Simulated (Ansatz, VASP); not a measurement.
## One calculation of Al, two programs

File INCAR:

```
PREC = Accurate ; ENCUT = 520
EDIFF = 1E-6 ; ISMEAR = 0
SIGMA = 0.15 ; LREAL = False
LASPH = True ; NELM = 100
ALGO = Fast ; ISIF = 2
LWAVE = False ; LCHARG = False
GGA = PS ; IVDW = 12
NBANDS = 14
```

File KPOINTS:

```
regular mesh
0
Gamma
  18 18 6
```

Contents of POSCAR:

```
Al
1.0
    2.8165378241      0.0000000000      0.0000000000
   -1.4082689120      2.4391933064      0.0000000000
    0.0000000000      0.0000000000      9.8164792783
Al
4
Direct
    0.0000000000      0.0000000000      0.0000000000
    0.3333333333      0.6666666667      0.2500000000
    0.0000000000      0.0000000000      0.5000000000
    0.6666666667      0.3333333333      0.7500000000
```

Input for Ansatz:

```yaml
crystal:
  lattice:
    - [2.8165378241, 0.0, 0.0]
    - [-1.408268912, 2.4391933064, 0.0]
    - [0.0, 0.0, 9.8164792783]
  atoms:
    - { symbol: Al, position: [0.0, 0.0, 0.0] }
    - { symbol: Al, position: [0.3333333333, 0.6666666667, 0.25] }
    - { symbol: Al, position: [0.0, 0.0, 0.5] }
    - { symbol: Al, position: [0.6666666667, 0.3333333333, 0.75] }
basis:
  ecutwfc: 420
kpoints:
  mp_grid: { grid: [18, 18, 6] }
hamiltonian:
  xc: pbesol
  pseudopotentials: { kind: paw, azcp: { folder: soft_1 } }
  dispersion: d3bj
scf:
  occupations: { method: gaussian, width: 0.15 }
output:
  forces: true
  stress: true
  eigenvalues: true
```

Alike in both runs: task single point; functional PBEsol; dispersion D3(BJ); k mesh 18 × 18 × 6; occupations gaussian, width 0.15 eV; no spin polarisation.

```csv
,VASP,Ansatz
version,VASP 6.6.1,Ansatz 0.2.0
potentials or method,"VASP PAW PBE potentials, release 64 (Al), cutoff 520 eV","scalar-relativistic, plane waves, PAW"
valence electrons in the cell,12,12
```

|  | VASP | Ansatz | Ansatz less VASP |
| --- | --- | --- | --- |
| gap on the k mesh at the Fermi level (eV) | none | none | - |
| pressure (GPa) | -5.3 | -5.4 | -0.07 |
| traceless stress, the component that is largest in VASP (GPa) | -2.24 | -2.22 | +0.024 |

VASP's potentials were made for PBE, not for PBEsol, and Ansatz warns of the same on its side. A gap of «none» marks a metal or a gap that the smearing closes.
